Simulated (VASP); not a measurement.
# HC4 in VASP: single point with PBE+D3(BJ)

Aim: the single point of HC4 with PBE+D3(BJ).

All numbers are computed with VASP 6.6.1; they aren't measurements. Logs are shortened: lines on timing, memory, paths and dates and some standing lists are left out, and cuts for length are marked.

### 1 The cell of the first run

The cell holds a slab with vacuum, 10 atoms: a = 4.931 Å, b = 4.931 Å, c = 18.000 Å, α = 90.00°, β = 90.00°, γ = 120.00°.

### 2 Single point, PBE+D3(BJ)

INCAR

```
PREC = Accurate ; ENCUT = 520
EDIFF = 1E-6 ; ISMEAR = 0
SIGMA = 0.1 ; LREAL = F
LASPH = T ; NELM = 80
ALGO = Normal ; ISIF = 2
LWAVE = F ; LCHARG = T
LDIPOL = T ; IDIPOL = 3
DIPOL = 0.5 0.5 0.234 ; GGA = PE
IVDW = 12 ; LELF = T
LVHAR = T ; LVACPOTAV = T
NBANDS = 28
```

KPOINTS

```
regular mesh
0
Gamma
  6 6 1
```

POSCAR

```
HC4
1.0
    4.9314379192      0.0000000000      0.0000000000
   -2.4657189596      4.2707505152      0.0000000000
    0.0000000000      0.0000000000     18.0000000000
C H
8 2
Direct
    0.1666666667      0.3333333333      0.2222222222
    0.1666666667      0.8333333333      0.2222222222
    0.6666666667      0.3333333333      0.2222222222
    0.6666666667      0.8333333333      0.2222222222
    0.3333333333      0.1666666667      0.2222222222
    0.3333333333      0.6666666667      0.2222222222
    0.8333333333      0.1666666667      0.2222222222
    0.8333333333      0.6666666667      0.2222222222
    0.1128705015      0.3871294985      0.2827777778
    0.2204628318      0.2795371682      0.2827777778
```

Potentials or basis: VASP PAW PBE potentials, release 64 (C, H).

Run with:

```console
$ cat potpaw_PBE.64/C/POTCAR potpaw_PBE.64/H/POTCAR > POTCAR
$ mpirun -np 1 vasp_std > vasp.out
```

OUTCAR:

```text
PREC = Accurate
   ENCUT = 520
   EDIFF = 1E-6
   ISMEAR = 0
   LREAL = F
   LASPH = T
   NELM = 80
   ISIF = 2
   GGA = PE
   IVDW = 12
 IVDW          = 12

 ion  position               nearest neighbor table
   1  0.167  0.333  0.222-  10 1.18   9 1.18   5 1.42   6 1.42   7 1.42
   2  0.167  0.833  0.222-   6 1.42   5 1.42   8 1.42
   3  0.667  0.333  0.222-   7 1.42   8 1.42   5 1.42
   4  0.667  0.833  0.222-   8 1.42   7 1.42   6 1.42
   5  0.333  0.167  0.222-   1 1.42   2 1.42   3 1.42  10 1.46
   6  0.333  0.667  0.222-   2 1.42   1 1.42   4 1.42
   7  0.833  0.167  0.222-   3 1.42   4 1.42   1 1.42
   8  0.833  0.667  0.222-   4 1.42   3 1.42   2 1.42
   9  0.113  0.387  0.283-   1 1.18
  10  0.220  0.280  0.283-   1 1.18   5 1.46

  LATTYP: Found a hexagonal cell.
 ALAT       =     4.9314379192
 C/A-ratio  =     3.6500510186

  Lattice vectors:

 A1 = (   4.9314379192,   0.0000000000,   0.0000000000)
 A2 = (  -2.4657189596,   4.2707505152,   0.0000000000)
 A3 = (   0.0000000000,   0.0000000000,  18.0000000000)

Analysis of symmetry for initial positions (statically):
=====================================================================
 Subroutine PRICEL returns:
 Original cell was already a primitive cell.

 Routine SETGRP: Setting up the symmetry group for a
 hexagonal supercell.

 Subroutine GETGRP returns: Found  2 space group operations
 (whereof  1 operations were pure point group operations)
 out of a pool of 24 trial point group operations.

The static configuration has the point symmetry C_1 .
 The point group associated with its full space group is C_1h.

Analysis of symmetry for dynamics (positions and initial velocities):
=====================================================================
 Subroutine PRICEL returns:
 Original cell was already a primitive cell.

 Routine SETGRP: Setting up the symmetry group for a
 hexagonal supercell.

 Subroutine GETGRP returns: Found  2 space group operations
 (whereof  1 operations were pure point group operations)
 out of a pool of 24 trial point group operations.

The dynamic configuration has the point symmetry C_1 .
 The point group associated with its full space group is C_1h.

 Subroutine INISYM returns: Found  2 space group operations
 (whereof  1 operations are pure point group operations),
 and found     1 'primitive' translations

----------------------------------------------------------------------------------------

                                     Primitive cell

  volume of cell :     379.0969

  direct lattice vectors                    reciprocal lattice vectors
     4.931437919  0.000000000  0.000000000     0.202780612  0.117075441  0.000000000
    -2.465718960  4.270750515  0.000000000     0.000000000  0.234150882  0.000000000
     0.000000000  0.000000000 18.000000000     0.000000000  0.000000000  0.055555556

  length of vectors
     4.931437919  4.931437919 18.000000000     0.234150882  0.234150882  0.055555556

  position of ions in fractional coordinates (direct lattice)
     0.166666667  0.333333333  0.222222222
     0.166666667  0.833333333  0.222222222
     0.666666667  0.333333333  0.222222222
     0.666666667  0.833333333  0.222222222
     0.333333333  0.166666667  0.222222222
     0.333333333  0.666666667  0.222222222
     0.833333333  0.166666667  0.222222222
     0.833333333  0.666666667  0.222222222
     0.112870501  0.387129499  0.282777778
     0.220462832  0.279537168  0.282777778

  ion indices of the primitive-cell ions
   primitive index   ion index
                 1           1
                 2           2
                 3           3
                 4           4
                 5           5
                 6           6
                 7           7
                 8           8
                 9           9
                10          10

----------------------------------------------------------------------------------------

 KPOINTS: regular mesh

Automatic generation of k-mesh.
 Grid dimensions read from file:
 generate k-points for:    6    6    1

 Generating k-lattice:

  Cartesian coordinates                     Fractional coordinates (reciprocal lattice)
     0.033796769  0.019512574  0.000000000     0.166666667 -0.000000000  0.000000000
     0.000000000  0.039025147  0.000000000     0.000000000  0.166666667  0.000000000
     0.000000000  0.000000000  0.055555556     0.000000000  0.000000000  1.000000000

  Length of vectors
     0.039025147  0.039025147  0.055555556

  Shift w.r.t. Gamma in fractional coordinates (k-lattice)
     0.000000000  0.000000000  0.000000000

 Subroutine IBZKPT returns following result:
 ===========================================

 Found     13 irreducible k-points:

 Following reciprocal coordinates:
            Coordinates               Weight
  0.000000  0.000000  0.000000      1.000000
  0.166667  0.000000  0.000000      4.000000
 -0.166667  0.166667  0.000000      2.000000
  0.333333  0.000000  0.000000      4.000000
 -0.333333  0.333333  0.000000      2.000000
  0.500000 -0.000000  0.000000      2.000000
  0.500000  0.500000  0.000000      1.000000
  0.166667  0.166667  0.000000      2.000000
 -0.166667  0.333333  0.000000      4.000000
  0.333333  0.166667  0.000000      4.000000
 -0.166667  0.500000  0.000000      4.000000
  0.500000  0.333333  0.000000      4.000000
  0.333333  0.333333  0.000000      2.000000
   k-points           NKPTS =     13   k-points in BZ     NKDIM =     13   number of bands    NBANDS=     28
   number of dos      NEDOS =    301   number of ions     NIONS =     10
   total plane-waves  NPLWV = 224000
   dimension x,y,z NGX =    40 NGY =   40 NGZ =  140
   dimension x,y,z NGXF=    80 NGYF=   80 NGZF=  280
   ions per type =               8   2
   NGX,Y,Z   is equivalent  to a cutoff of  13.48, 13.48, 12.93 a.u.
   NGXF,Y,Z  is equivalent  to a cutoff of  26.97, 26.97, 25.86 a.u.
 SYSTEM =  unknown system
   PREC   = accura    normal or accurate (medium, high low for compatibility)
   ISTART =      0    job   : 0-new  1-cont  2-samecut
   ICHARG =      2    charge: 1-file 2-atom 10-const
   ISPIN  =      1    spin polarized calculation?
   LNONCOLLINEAR =      F non collinear calculations
   LSORBIT =      F    spin-orbit coupling
   LASPH  =      T    aspherical Exc in radial PAW
   ENCUT  =  520.0 eV  38.22 Ry    6.18 a.u.   9.17  9.17 33.47*2*pi/ulx,y,z
   NELM   =     80;   NELMIN=  2; NELMDL= -5     # of ELM steps
   EDIFF  = 0.1E-05   stopping-criterion for ELM
   LREAL  =      F    real-space projection
[... 7 lines left out ...]
   TEBEG  =    0.0;   TEEND  =   0.0 temperature during run
   PSTRESS=    0.0 pullay stress
   NELECT =      34.0000    total number of electrons
   NUPDOWN=      -1.0000    fix difference up-down
   EMIN   =  10.00;   EMAX   =-10.00  energy-range for DOS
   EFERMI =   0.00;   METHOD = LEGACY
   ISMEAR =     0;   SIGMA  =   0.10  broadening in eV -4-tet -1-fermi 0-gaus
   EFERMI_NEDOS =   21; number of points for ismear=-14 and -15
   IALGO  =     38    algorithm
   IMIX   =      4    mixing-type and parameters
     AMIX     =   0.40;   BMIX     =  1.00
     AMIX_MAG =   1.60;   BMIX_MAG =  1.00
  volume/ion in A,a.u.               =      37.91       255.83
  Fermi-wavevector in a.u.,A,eV,Ry     =   0.732798  1.384788  7.306236  0.536993
  Thomas-Fermi vector in A             =   1.825350
   LORBIT       =      0    0 simple, 1 ext, 2 COOP (PROOUT), +10 PAW based schemes
   GGA     = PE    functional components
   LHFCALC =     F    Hartree Fock is set to
   AEXX    =    0.0000 exact exchange contribution
   IVDW    =    12    specifies the selected vdW correction
   LEPSILON=     F    determine dielectric tensor
   LRPA    =     F    only Hartree local field effects (RPA)
 non-spin polarized calculation
 Gauss-broadening in eV      SIGMA  =   0.10
  energy-cutoff  :      520.00
  volume of cell :      379.10
 maximum number of plane-waves:     10258
 NGX is ok and might be reduce to    40
   NGX = 19   NGY = 19   NGZ = 67

 dipolmoment           0.000000      0.000000      0.000009 electrons x Angstroem

 number of electron      33.9999998 magnetization

 dipolmoment           0.000000      0.000000     -0.132182 electrons x Angstroem

 Free energy of the ion-electron system (eV)
  ---------------------------------------------------
  ext. energy  EPLUGINS =         0.00000000
  ---------------------------------------------------
  free energy    TOTEN  =       -74.47659351 eV

  energy without entropy =      -74.47185126  energy(sigma->0) =      -74.47422238

 E-fermi :  -1.6830     XC(G=0):  -2.6411

 val. band max:       -1.7076998539   @ k =   0.5000  -0.0000   0.0000
 cond. band min:      -1.3295306660   @ k =   0.1667   0.0000   0.0000
 fundamental gap:      0.3781691879
 Fermi energy:        -1.6829979837

 k-point     1 :       0.0000    0.0000    0.0000
  band No.  band energies     occupation
      1     -23.2602      2.00000
      2     -18.8741      2.00000
      3     -17.0786      2.00000
      4     -16.7251      2.00000
      5     -15.9407      2.00000
      6     -15.8304      2.00000
[... 20 lines left out ...]
     27       4.5892      0.00000
     28       4.8829      0.00000

 k-point     2 :       0.1667    0.0000    0.0000
  band No.  band energies     occupation
      1     -23.1554      2.00000
      2     -19.2607      2.00000
      3     -17.4951      2.00000
      4     -17.3167      2.00000
      5     -15.6650      2.00000
      6     -15.2607      2.00000
[... 20 lines left out ...]
     27       4.9529      0.00000
     28       5.1862      0.00000

 k-point     3 :      -0.1667    0.1667    0.0000
  band No.  band energies     occupation
      1     -23.1514      2.00000
      2     -19.3084      2.00000
      3     -17.5267      2.00000
      4     -17.1595      2.00000
      5     -15.8476      2.00000
      6     -15.1289      2.00000
[... 20 lines left out ...]
     27       5.0188      0.00000
     28       5.3252      0.00000

 k-point     4 :       0.3333    0.0000    0.0000
  band No.  band energies     occupation
      1     -22.8997      2.00000
      2     -19.9744      2.00000
      3     -18.0528      2.00000
      4     -17.7824      2.00000
      5     -14.7640      2.00000
      6     -14.1368      2.00000
[... 20 lines left out ...]
     27       4.7280      0.00000
     28       5.0826      0.00000

 k-point     5 :      -0.3333    0.3333    0.0000
  band No.  band energies     occupation
      1     -22.8829      2.00000
      2     -20.0660      2.00000
      3     -18.1088      2.00000
      4     -17.5900      2.00000
      5     -14.8669      2.00000
      6     -13.9547      2.00000
[... 20 lines left out ...]
     27       4.8613      0.00000
     28       5.2994      0.00000

 k-point     6 :       0.5000   -0.0000    0.0000
  band No.  band energies     occupation
      1     -22.7337      2.00000
      2     -20.3370      2.00000
      3     -18.2464      2.00000
      4     -17.9330      2.00000
      5     -14.1622      2.00000
      6     -13.3454      2.00000
[... 122 lines left out ...]
      5     -15.0625      2.00000
      6     -13.1426      2.00000
[... 20 lines left out ...]
     27       4.7500      0.00000
     28       4.8599      0.00000

 k-point    11 :      -0.1667    0.5000    0.0000
  band No.  band energies     occupation
      1     -22.7348      2.00000
      2     -20.1748      2.00000
      3     -19.0890      2.00000
      4     -16.8134      2.00000
      5     -14.9328      2.00000
      6     -13.0702      2.00000
[... 20 lines left out ...]
     27       4.7584      0.00000
     28       4.8746      0.00000

 k-point    12 :       0.5000    0.3333    0.0000
  band No.  band energies     occupation
      1     -22.7205      2.00000
      2     -20.2489      2.00000
      3     -19.0479      2.00000
      4     -16.7555      2.00000
      5     -14.9220      2.00000
      6     -13.0577      2.00000
[... 20 lines left out ...]
     27       4.7134      0.00000
     28       4.7950      0.00000

 k-point    13 :       0.3333    0.3333    0.0000
  band No.  band energies     occupation
      1     -22.6447      2.00000
      2     -19.9740      2.00000
      3     -19.8081      2.00000
      4     -15.9282      2.00000
      5     -15.3146      2.00000
      6     -13.4524      2.00000
[... 20 lines left out ...]
     27       4.3993      0.00000
     28       4.5357      0.00000

------------------------ aborting loop because EDIFF is reached ----------------------------------------

 Edisp (eV)   -0.80209

 E8    (eV) :    -0.2419

  FORCE on cell =-STRESS in cart. coord.  units (eV):
  Direction    XX          YY          ZZ          XY          YZ          ZX
  --------------------------------------------------------------------------------------
  -------------------------------------------------------------------------------------
  Total       7.96232     8.31981     7.18310     0.30959    -0.49204     0.85224
  in kB      33.65115    35.16200    30.35793     1.30843    -2.07950     3.60181
  external pressure =       33.06 kB  Pullay stress =        0.00 kB

 VOLUME and BASIS-vectors are now :
 -----------------------------------------------------------------------------
  energy-cutoff  :      520.00
  volume of cell :      379.10
      direct lattice vectors                 reciprocal lattice vectors
     4.931437919  0.000000000  0.000000000     0.202780612  0.117075441  0.000000000
    -2.465718960  4.270750515  0.000000000     0.000000000  0.234150882  0.000000000
     0.000000000  0.000000000 18.000000000     0.000000000  0.000000000  0.055555556

 POSITION                                       TOTAL-FORCE (eV/Angst)
 -----------------------------------------------------------------------------------
      0.00000      1.42358      4.00000        -0.940599      0.543055      0.220228
     -1.23286      3.55896      4.00000         0.278040     -0.405072     -0.303529
      2.46572      1.42358      4.00000         0.489823     -0.038253     -0.303529
      1.23286      3.55896      4.00000        -0.189708      0.109528     -0.192054
      1.23286      0.71179      4.00000         3.345610     -1.931589     -1.577492
     -0.00000      2.84717      4.00000        -0.055669      4.331285     -2.463518
      3.69858      0.71179      4.00000        -3.778837     -2.117431     -2.463518
      2.46572      2.84717      4.00000         0.069740     -0.040264      0.418463
     -0.39794      1.65333      5.09000        -0.476494      0.275104      3.402482
      0.39794      1.19383      5.09000         1.258095     -0.726362      3.262468
 -----------------------------------------------------------------------------------
    total drift:                                0.000050     -0.000029      0.000556

  FREE ENERGIE OF THE ION-ELECTRON SYSTEM (eV)
  ---------------------------------------------------
  free  energy   TOTEN  =       -75.2786840329 eV

  energy  without entropy=      -75.2739417769  energy(sigma->0) =      -75.27631290

 vacuum level on the upper side and lower side of the slab         1.204         2.339
```

Wall time 3.4 min (1 thread of Intel Xeon 6975P-C (Granite Rapids), shared host); peak memory 0.53 GiB.

What came out:

```
Free energy                : -75.2787 eV
Largest force              : 4.983 eV/Å
Band gap on the k mesh     : zero (band 17 reaches -1.71 eV, above the bottom of band 18 at -1.75 eV)
Dispersion energy per atom : -0.080 eV
```

Forces in eV/Å, atoms in the order of the input:
```
C   -0.941  0.543  0.220
C    0.278 -0.405 -0.304
C    0.490 -0.038 -0.304
C   -0.190  0.110 -0.192
C    3.346 -1.932 -1.577
C   -0.056  4.331 -2.464
C   -3.779 -2.117 -2.464
C    0.070 -0.040  0.418
H   -0.476  0.275  3.402
H    1.258 -0.726  3.262
```
